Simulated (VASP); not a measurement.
Here is a VASP 6.6.1 calculation.

Contents of INCAR:

```
PREC = Accurate
ENCUT = 500
EDIFF = 1E-6
ISMEAR = 0
SIGMA = 0.1
LREAL = False
LASPH = True
NELM = 200
ALGO = Normal
ISIF = 2
LWAVE = False
LCHARG = True
ISPIN = 2
MAGMOM = 1 1 0
LORBIT = 11
LMAXMIX = 4
GGA = PE
LELF = True
LVHAR = True
NBANDS = 24
GGA_COMPAT = False
```

The input KPOINTS:

```
Automatic mesh
0
Gamma
  6 6 4
```

Contents of POSCAR:

```
Ti2H
1.0
    2.7309333796      0.0000000000      0.0000000000
    0.0000000000      2.7361766887      0.0000000000
    0.0000000000      0.0000000000      5.4015914528
Ti H
2 1
Direct
    0.5000000000      0.5000000000      0.2517284587
    0.5000000000      0.5000000000      0.7482715413
    0.0000000000      0.5000000000      0.5000000000
```

Potentials or basis: VASP PAW PBE potentials, release 64 (Ti_sv, H).

Launch:

```sh
$ cat potpaw_PBE.64/Ti_sv/POTCAR potpaw_PBE.64/H/POTCAR > POTCAR
$ mpirun -np 1 vasp_std > vasp.out
```

(1) What does it give for the largest force?

(2) Estimate the site moments.

(3) Predict the net moment.

(4) Predict the pressure.

## Answers

(1) 0.031 eV/Å.

(2) Ti +0.29; H -0.00 μB.

(3) 0.76 μB per cell.

(4) 0.3 GPa.

Caveat: the k points lie up to 0.38 Å⁻¹ apart.
